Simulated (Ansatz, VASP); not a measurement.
One calculation of Ti, two programs

```xyz
4
Lattice="2.1944 -3.7190 0.0000 2.1944 3.7190 0.0000 0.0000 0.0000 4.3945" Properties=species:S:1:pos:R:3 pbc="T T T"
Ti    2.1944    2.5847    0.3450
Ti    2.1944   -1.1343    1.8523
Ti    2.1944   -2.5847    4.0496
Ti    2.1944    1.1343    2.5422
```

Alike in both runs: task relaxation of cell and atoms; functional PBEsol; k mesh 4 × 4 × 4; occupations gaussian, width 0.1 eV; no spin polarisation.

|  | VASP | Ansatz |
| --- | --- | --- |
| version | VASP 6.6.1 | Ansatz 0.2.0 |
| potentials or method | VASP PAW PBE potentials, release 64 (Ti_sv), cutoff 600 eV | scalar-relativistic, plane waves, PAW |
| valence electrons in the cell | 48 | 48 |

|  | VASP | Ansatz | Ansatz less VASP |
| --- | --- | --- | --- |
| gap on the k mesh at the Fermi level, each at its own relaxed structure (eV) | none | none | - |
| relaxed volume (Å³/atom) | 17.62 | 17.79 | +0.167 |
| relaxed cell length with the largest relative difference (Å) | 3.567 | 3.994 | +0.4264 |

VASP's potentials were made for PBE, not for PBEsol. A gap of «none» marks a metal or a gap that the smearing closes. One of these differences is far larger than is usual between the two programs; its cause wasn't traced.

The k mesh is coarse, so the values compare programs but aren't converged.
